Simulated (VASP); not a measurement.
# ScIn4 (P-1) in VASP: single point with PBE

Aim: the single point of ScIn4 with PBE.

Program: VASP 6.6.1. These are calculated values, not measurements. Logs are shortened: lines on timing, memory, paths and dates and some standing lists are left out, and cuts for length are marked.

### 1 The cell of the first run

The typed cell holds 5 atoms: a = 4.355 Å, b = 5.714 Å, c = 5.773 Å, α = 78.86°, β = 68.22°, γ = 67.90°.

### 2 Single point, PBE

INCAR reads:

```
PREC = Accurate ; ENCUT = 520
EDIFF = 1E-7 ; ISMEAR = 0
SIGMA = 0.1 ; LREAL = F
LASPH = T ; NELM = 80
ALGO = Fast ; ISIF = 2
LWAVE = F ; LCHARG = F
GGA = PE ; NBANDS = 40
```

KPOINTS reads:

```
regular mesh
0
Gamma
  4 4 4
```

POSCAR reads:

```
ScIn4
1.0
    4.3550065000      0.0000000000      0.0000000000
    2.1501526000      5.2939805000      0.0000000000
    2.1417373000      0.3342294000      5.3501024000
Sc In
1 4
Direct
    0.5000000000      0.0000000000      0.5000000000
    0.7013020000      0.1944980000      0.9022770000
    0.1088080000      0.5959270000      0.6884970000
    0.8911920000      0.4040730000      0.3115030000
    0.2986980000      0.8055020000      0.0977230000
```

Potentials or basis: VASP PAW PBE potentials, release 64 (Sc_sv, In_d).

Command:

```sh
> cat potpaw_PBE.64/Sc_sv/POTCAR potpaw_PBE.64/In_d/POTCAR > POTCAR
> mpirun -np 1 vasp_std > vasp.out
```

OUTCAR:

```text
PREC = Accurate
   ENCUT = 520
   EDIFF = 1E-7
   ISMEAR = 0
   LREAL = F
   LASPH = T
   NELM = 80
   ISIF = 2
   GGA = PE

 ion  position               nearest neighbor table
   1  0.500  0.000  0.500-   3 3.17   4 3.17   3 3.18   4 3.18   5 3.26   2 3.26   2 3.29   5 3.29
                             5 3.30   2 3.30   3 3.37   4 3.37
   2  0.701  0.194  0.902-   5 3.13   5 3.14   3 3.20   3 3.21   1 3.26   1 3.29   4 3.29   1 3.30
                             4 3.31   4 3.35   3 3.44   5 3.46
   3  0.109  0.596  0.688-   1 3.17   4 3.17   1 3.18   4 3.19   2 3.20   2 3.21   5 3.29   5 3.31
                             5 3.35   1 3.37   4 3.43   2 3.44
   4  0.891  0.404  0.312-   1 3.17   3 3.17   1 3.18   3 3.19   5 3.20   5 3.21   2 3.29   2 3.31
                             2 3.35   1 3.37   3 3.43   5 3.44
   5  0.299  0.806  0.098-   2 3.13   2 3.14   4 3.20   4 3.21   1 3.26   1 3.29   3 3.29   1 3.30
                             3 3.31   3 3.35   4 3.44   2 3.46

  Warning from LATTYP: Got some problem with cell dimensions!
  Tried to take original basis but could not verify dimensions!
  LATTYP: Found a triclinic cell.
 ALAT       =     5.7139641001
 B/A-ratio  =     1.2767660958
 C/A-ratio  =     0.7621690343
 COS(alpha) =     0.0011535084
 COS(beta)  =     0.3762978840
 COS(gamma) =     0.6303112264

  Lattice vectors:

 A1 = (  -2.1501526000,  -5.2939805000,   0.0000000000)
 A2 = (  -0.0084153000,  -4.9597511000,   5.3501024000)
 A3 = (  -4.3550065000,   0.0000000000,   0.0000000000)

Analysis of symmetry for initial positions (statically):
=====================================================================
 Subroutine PRICEL returns:
 Original cell was already a primitive cell.

 Routine SETGRP: Setting up the symmetry group for a
 triclinic supercell.

 Subroutine GETGRP returns: Found  2 space group operations
 (whereof  2 operations were pure point group operations)
 out of a pool of  2 trial point group operations.

The static configuration has the point symmetry S_2 .

Analysis of symmetry for dynamics (positions and initial velocities):
=====================================================================
 Subroutine PRICEL returns:
 Original cell was already a primitive cell.

 Routine SETGRP: Setting up the symmetry group for a
 triclinic supercell.
[... 103 lines left out ...]
   ISTART =      0    job   : 0-new  1-cont  2-samecut
   ICHARG =      2    charge: 1-file 2-atom 10-const
   ISPIN  =      1    spin polarized calculation?
   LNONCOLLINEAR =      F non collinear calculations
   LSORBIT =      F    spin-orbit coupling
   LASPH  =      T    aspherical Exc in radial PAW
   ENCUT  =  520.0 eV  38.22 Ry    6.18 a.u.   8.10 10.62 10.73*2*pi/ulx,y,z
   NELM   =     80;   NELMIN=  2; NELMDL= -5     # of ELM steps
   EDIFF  = 0.1E-06   stopping-criterion for ELM
   LREAL  =      F    real-space projection
   EDIFFG = 0.1E-05   stopping-criterion for IOM
   NSW    =      0    number of steps for IOM
   IBRION =     -1    ionic relax: 0-MD 1-quasi-New 2-CG
   NFREE  =      0    steps in history (QN), initial steepest desc. (CG)
   ISIF   =      2    stress and relaxation
   ISYM   =      2    0-nonsym 1-usesym 2-fastsym
   POTIM  = 0.5000    time-step for ionic-motion
   TEBEG  =    0.0;   TEEND  =   0.0 temperature during run
   PSTRESS=    0.0 pullay stress
   NELECT =      63.0000    total number of electrons
   NUPDOWN=      -1.0000    fix difference up-down
   EMIN   =  10.00;   EMAX   =-10.00  energy-range for DOS
   EFERMI =   0.00;   METHOD = LEGACY
   ISMEAR =     0;   SIGMA  =   0.10  broadening in eV -4-tet -1-fermi 0-gaus
   EFERMI_NEDOS =   21; number of points for ismear=-14 and -15
   IALGO  =     68    algorithm
   IMIX   =      4    mixing-type and parameters
     AMIX     =   0.40;   BMIX     =  1.00
     AMIX_MAG =   1.60;   BMIX_MAG =  1.00
  volume/ion in A,a.u.               =      24.67       166.48
  Fermi-wavevector in a.u.,A,eV,Ry     =   1.308611  2.472916 23.299474  1.712463
  Thomas-Fermi vector in A             =   2.439266
   LORBIT       =      0    0 simple, 1 ext, 2 COOP (PROOUT), +10 PAW based schemes
   GGA     = PE    functional components
   LHFCALC =     F    Hartree Fock is set to
   AEXX    =    0.0000 exact exchange contribution
   IVDW    =     0    specifies the selected vdW correction
   LEPSILON=     F    determine dielectric tensor
   LRPA    =     F    only Hartree local field effects (RPA)
 non-spin polarized calculation
 RMM-DIIS sequential band-by-band and
 Gauss-broadening in eV      SIGMA  =   0.10
  energy-cutoff  :      520.00
  volume of cell :      123.35
 maximum number of plane-waves:      3334
   NGX = 17   NGY = 21   NGZ = 21

 number of electron      63.0000013 magnetization

 Free energy of the ion-electron system (eV)
  ---------------------------------------------------
  ext. energy  EPLUGINS =         0.00000000
  ---------------------------------------------------
  free energy    TOTEN  =       -17.24522117 eV

  energy without entropy =      -17.22389812  energy(sigma->0) =      -17.23455965

 E-fermi :   7.2761     XC(G=0): -10.4015

 val. band max:        7.2743228134   @ k =   0.2500   0.2500  -0.0000
 cond. band min:       7.2880694744   @ k =   0.2500   0.0000   0.2500
 fundamental gap:      0.0137466610
 Fermi energy:         7.2761198336

 k-point     1 :       0.0000    0.0000    0.0000
  band No.  band energies     occupation
      1     -42.8316      2.00000
      2     -21.4781      2.00000
      3     -21.4638      2.00000
      4     -21.4390      2.00000
      5      -7.3858      2.00000
      6      -7.3297      2.00000
[... 1021 lines left out ...]
     39      11.0304      0.00000
     40      11.7262      0.00000

 [... further k-points ...]
[... 5 lines left out ...]
  --------------------------------------------------------------------------------------
  -------------------------------------------------------------------------------------
  Total        0.1840037      0.1655619     -0.0008180      0.0538107     -0.1898386      0.0523534
  in kB        2.3900327      2.1504920     -0.0106249      0.6989499     -2.4658231      0.6800207
  external PRESSURE =       1.5099666 kB  Pullay stress =       0.0000000 kB

 VOLUME and BASIS-vectors are now :
 -----------------------------------------------------------------------------
  energy-cutoff  :      520.00
  volume of cell :      123.35
      direct lattice vectors                 reciprocal lattice vectors
     4.355006500  0.000000000  0.000000000     0.229620782 -0.093260586 -0.086094981
     2.150152600  5.293980500  0.000000000     0.000000000  0.188893782 -0.011800495
     2.141737300  0.334229400  5.350102400     0.000000000  0.000000000  0.186912310

 POSITION                                       TOTAL-FORCE (eV/Angst)
 -----------------------------------------------------------------------------------
      3.24837      0.16711      2.67505        -0.000000      0.000000      0.000000
      5.40482      1.33124      4.82727         0.004073      0.098457      0.048458
      3.22977      3.38494      3.68353        -0.007846     -0.034091      0.136656
      5.41712      2.24327      1.66657         0.007846      0.034091     -0.136656
      3.24208      4.29697      0.52283        -0.004073     -0.098457     -0.048458
 -----------------------------------------------------------------------------------
    total drift:                               -0.000000     -0.000000     -0.000000

  FREE ENERGIE OF THE ION-ELECTRON SYSTEM (eV)
  ---------------------------------------------------
  free  energy   TOTEN  =       -17.2452211705 eV

  energy  without entropy=      -17.2238981229  energy(sigma->0) =      -17.23455965
```

OSZICAR:

```text
N       E                     dE             d eps       ncg     rms          rms(c)
DAV:   1     0.755308155097E+03    0.75531E+03   -0.29668E+04  2888   0.214E+03
DAV:   2     0.701646583495E+02   -0.68514E+03   -0.67340E+03  2936   0.580E+02
DAV:   3    -0.145803350086E+02   -0.84745E+02   -0.82785E+02  3384   0.236E+02
DAV:   4    -0.185104969238E+02   -0.39302E+01   -0.38927E+01  3920   0.553E+01
[... 20 lines left out ...]
RMM:  25    -0.172452223886E+02    0.59832E-06   -0.60228E-07  2829   0.445E-03    0.182E-02
RMM:  26    -0.172452219374E+02    0.45115E-06   -0.42622E-07  2749   0.404E-03    0.125E-02
RMM:  27    -0.172452213729E+02    0.56450E-06   -0.34400E-07  2667   0.413E-03    0.465E-03
RMM:  28    -0.172452212048E+02    0.16812E-06   -0.18939E-07  2505   0.249E-03    0.160E-03
RMM:  29    -0.172452211705E+02    0.34289E-07   -0.74498E-08  2413   0.179E-03
   1 F= -.17245221E+02 E0= -.17234560E+02  d E =-.213230E-01
```

stdout:

```text
POSCAR found type information on POSCAR ScIn
 POSCAR found :  2 types and       5 ions
 scaLAPACK will be used
 LDA part: xc-table for (Slater+PW92), standard interpolation
 POSCAR, INCAR and KPOINTS ok, starting setup
 FFT: planning ... GRIDC
 FFT: planning ... GRID_SOFT
 FFT: planning ... GRID
 WAVECAR not read
 entering main loop
```

Wall time 9.6 min (1 thread of AMD EPYC 7R43 (Zen 3), shared host); peak memory 0.3 GiB.

What came out:

* Free energy: -17.2452 eV
* Pressure: 0.2 GPa
* Largest force: 0.141 eV/Å

Forces on the atoms (eV/Å):
```
Sc   0.000  0.000  0.000
In   0.004  0.098  0.048
In  -0.008 -0.034  0.137
In   0.008  0.034 -0.137
In  -0.004 -0.098 -0.048
```

Caveat: the k points lie up to 0.41 Å⁻¹ apart; spin-orbit coupling is left out, which moves the levels of the heavy elements.
